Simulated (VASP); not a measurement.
Crystal: GaAs.

```
Ga As
1.0
     3.99777    0.00000    0.00000
     1.99889    3.46217    0.00000
     1.99889    1.15406    3.26417
Ga As
1 1
Direct
  0.00000 0.00000 0.00000
  0.25000 0.25000 0.25000
```

Base run:

```yaml
Program: VASP 6.6.1
Functional: PBE
Potentials_or_basis: VASP PAW PBE potentials, release 64 (Ga_d, As)
Cutoff: 500 eV
k_mesh: 6 × 6 × 6
Occupations: gaussian, width 0.01 eV
Spin: no spin polarisation
```

Its results: band gap on the k mesh 0.52 eV, direct; pressure 3.4 GPa.

Question: The run is repeated on the same cell with these changes: k mesh from 6 × 6 × 6 to 3 × 3 × 3. What comes out?

Answer: Band gap on the k mesh 0.49 eV, direct; pressure 4.6 GPa.

Caveats: some runs use coarse meshes.

A k mesh can miss the band edges.
